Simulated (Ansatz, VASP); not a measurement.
## CdO in VASP and in Ansatz

The input INCAR:

```
PREC     = Accurate       # precision mode
ENCUT    = 600            # plane-wave cutoff, eV
EDIFF    = 1E-6           # SCF threshold, eV
ISMEAR   = -1             # smearing method
SIGMA    = 0.02           # smearing width, eV
LREAL    = False          # projectors in reciprocal space
LASPH    = True           # aspherical terms in the spheres
NELM     = 120            # most SCF steps
ALGO     = Normal         # electronic algorithm
ISIF     = 2              # what is computed and relaxed
LWAVE    = False          # write WAVECAR
LCHARG   = True           # write CHGCAR
GGA      = PE             # functional
LELF     = True           # ELF
LVHAR    = True         
NBANDS   = 16             # bands
GGA_COMPAT= False
```

KPOINTS

```
regular mesh
0
Gamma
  10 10 10
```

POSCAR

```
CdO
1.0
    0.0000000000      2.3530040406      2.3530040406
    2.3530040406      0.0000000000      2.3530040406
    2.3530040406      2.3530040406      0.0000000000
Cd O
1 1
Direct
    0.0000000000      0.0000000000      0.0000000000
    0.5000000000      0.5000000000      0.5000000000
```

Input for Ansatz:

```yaml
crystal:
  lattice:
    - [0.0, 2.3530040406, 2.3530040406]
    - [2.3530040406, 0.0, 2.3530040406]
    - [2.3530040406, 2.3530040406, 0.0]
  atoms:
    - { symbol: Cd, position: [0.0, 0.0, 0.0] }
    - { symbol: O, position: [0.5, 0.5, 0.5] }
kpoints:
  mp_grid: { grid: [10, 10, 10] }
  band_path:
    path:
      - [0.0, 0.0, 0.0]
      - [0.5, 0.0, 0.5]
      - [0.625, 0.25, 0.625]
      - [0.375, 0.375, 0.75]
      - [0.5, 0.5, 0.5]
      - [0.5, 0.25, 0.75]
    npoints: 1
hamiltonian:
  xc: pbe
scf:
  occupations: { method: fermi_dirac, width: 0.02 }
  n_extra_bands: 4
output:
  forces: true
  stress: true
  eigenvalues: true
```

Alike in both runs: task single point; functional PBE; k mesh 10 × 10 × 10; occupations fermi-dirac, width 0.02 eV; no spin polarisation.

|  | VASP | Ansatz |
| --- | --- | --- |
| version | VASP 6.6.1 | Ansatz 0.2.0 |
| potentials or method | VASP PAW PBE potentials, release 64 (Cd, O) | plane waves, PAW |
| plane-wave cutoff (eV) | 600 | 420 |
| valence electrons in the cell | 18 | 26 |

```csv
,VASP,Ansatz,Ansatz less VASP
pressure (GPa),6.6,5.4,-1.24
```

With one functional, cell and mesh, what is left measures potentials, basis and numerics. VASP's potentials hold 18 valence electrons a cell and Ansatz's 26, so a difference there can come from the potentials and not from the codes.
